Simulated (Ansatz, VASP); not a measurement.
## NiO in VASP and in Ansatz

File INCAR:

```
SYSTEM = NiO
ALGO     = Normal         ! electronic algorithm
EDIFF    = 1E-6           ! SCF threshold, eV
ENCUT    = 520            ! plane-wave cutoff, eV
ISIF     = 2              ! what is computed and relaxed
ISMEAR   = -1             ! smearing method
ISPIN    = 2              ! spin polarisation
LASPH    = .TRUE.         ! aspherical terms in the spheres
LCHARG   = .FALSE.        ! write CHGCAR
LMAXMIX  = 4              ! l up to which the mixer works
LORBIT   = 11             ! projections on sites
LREAL    = .FALSE.        ! projectors in reciprocal space
LWAVE    = .FALSE.        ! write WAVECAR
MAGMOM   = 1 0            ! initial moments
NBANDS   = 19             ! bands
NELM     = 150            ! most SCF steps
PREC     = Accurate       ! precision mode
SIGMA    = 0.05           ! smearing width, eV
```

File KPOINTS:

```
k-points
0
G
  6 6 6
  0 0 0
```

POSCAR

```
NiO
1.0
    0.0000000000      2.0859016414      2.0859016414
    2.0859016414      0.0000000000      2.0859016414
    2.0859016414      2.0859016414      0.0000000000
Ni O
1 1
Direct
    0.0000000000      0.0000000000      0.0000000000
    0.5000000000      0.5000000000      0.5000000000
```

The input input.yaml:

```yaml
crystal:
  lattice:
    - [0.0, 2.0859016414, 2.0859016414]
    - [2.0859016414, 0.0, 2.0859016414]
    - [2.0859016414, 2.0859016414, 0.0]
  atoms:
    - { symbol: Ni, position: [0.0, 0.0, 0.0], spin: 1.0 }
    - { symbol: O, position: [0.5, 0.5, 0.5] }
hamiltonian:
  xc: lda
  pseudopotentials: { kind: paw }
magnetization:
  spin_polarized: true
kpoints:
  mp_grid: { grid: [6, 6, 6] }
scf:
  occupations: { method: fermi_dirac, width: 0.05 }
  n_extra_bands: 6
output:
  forces: true
  stress: true
  eigenvalues: true
  dos: { projected: true, de: 0.05, nscf_kmesh: { grid: [9, 9, 9] } }
  write_density: true
  write_potential: true
  elf: true
  volumetric_format: npy
```

Alike in both runs: functional LDA; k mesh 6 × 6 × 6; occupations fermi-dirac, width 0.05 eV; collinear spin.

|  | VASP | Ansatz |
| --- | --- | --- |
| version | VASP 6.6.1 | Ansatz 0.2.0 |
| potentials or method | VASP PAW LDA potentials, release 64 (Ni, O) | Ansatz PAW |
| plane-wave cutoff (eV) | 520 | 420 |
| valence electrons in the cell | 16 | 24 |
| task | single point | projected density of states |

|  | VASP | Ansatz | Ansatz less VASP |
| --- | --- | --- | --- |
| gap on the k mesh at the Fermi level (eV) | none | none | - |
| pressure (GPa) | -20.5 | -20.5 | -0.01 |
| net moment per atom (μB) | 0.00 | 0.00 | 0.000 |

LDA's correlation is that of Perdew and Zunger in VASP and of Perdew and Wang (1992) in Ansatz. A gap of «none» marks a metal or a gap that the smearing closes. VASP's potentials hold 16 valence electrons a cell and Ansatz's 24, so a difference there can come from the potentials and not from the codes.

The k mesh is coarse, so the values compare programs but aren't converged.
